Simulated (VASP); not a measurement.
A run of VASP 6.6.1:

File INCAR:

```
SYSTEM = TiO2
PREC = Accurate
ENCUT = 520
EDIFF = 1E-6
ISMEAR = 0
SIGMA = 0.01
LREAL = .FALSE.
LASPH = .TRUE.
NELM = 100
ALGO = Normal
ISIF = 2
LWAVE = .FALSE.
LCHARG = .TRUE.
LELF = .TRUE.
LVHAR = .TRUE.
NBANDS = 33
```

Contents of KPOINTS:

```
regular mesh
0
G
  6 6 8
  0 0 0
```

File POSCAR:

```
TiO2
1.0
    4.5936429926      0.0000000000      0.0000000000
    0.0000000000      4.5936429926      0.0000000000
    0.0000000000      0.0000000000      2.8989706032
Ti O
2 4
Direct
    0.0000000000      0.0000000000      0.0000000000
    0.5000000000      0.5000000000      0.5000000000
    0.3043689819      0.3043689819      0.0000000000
    0.1956310181      0.8043689819      0.5000000000
    0.6956310181      0.6956310181      0.0000000000
    0.8043689819      0.1956310181      0.5000000000
```

Potentials or basis: VASP PAW LDA potentials, release 64 (Ti_sv, O).

Command:

```sh
$ cat potpaw_LDA.64/Ti_sv/POTCAR potpaw_LDA.64/O/POTCAR > POTCAR
$ mpirun -np 1 vasp_std > vasp.out
```

Hardware: 1 thread of Intel(R) Xeon(R) 6975P-C (Granite Rapids), with other jobs on the host.

Problem. Estimate the wall time of this run.

Solution. It took 66 s on 1 thread of Intel(R) Xeon(R) 6975P-C (Granite Rapids) (shared host), peak memory 0.2 GiB. Counts: scf iterations 16, k points 50.
